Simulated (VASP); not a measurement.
TlI3, 4 atoms in the cell. The cell holds a molecule in a box, 4 atoms: a = 13.100 Å, b = 13.740 Å, c = 9.000 Å, α = 90.00°, β = 90.00°, γ = 90.00°. 

* Program: VASP 6.6.1
* Task: single point
* Functional: PBE
* Potentials or basis: VASP PAW PBE potentials, release 64 (Tl_d, I)
* Cutoff: 520 eV
* k mesh: 1 × 1 × 1
* Occupations: gaussian, width 0.01 eV
* Spin: no spin polarisation
* Dipole correction: no
* Further INCAR settings: ALGO = Normal; EDIFF = 1e-06; NBANDS = 25

Potentials or basis: VASP PAW PBE potentials, release 64 (Tl_d, I).

Run with:

```sh
$ cat potpaw_PBE.64/Tl_d/POTCAR potpaw_PBE.64/I/POTCAR > POTCAR
$ mpirun -np 1 vasp_gam > vasp.out
```

Hardware: 1 thread of AMD EPYC 7R13, with other jobs on the host.

Q: Estimate the wall time of this run.

A: It took 3.2 min on 1 thread of AMD EPYC 7R13, on a shared host, peak memory 1.1 GiB. Counts: scf iterations 22, k points 1.
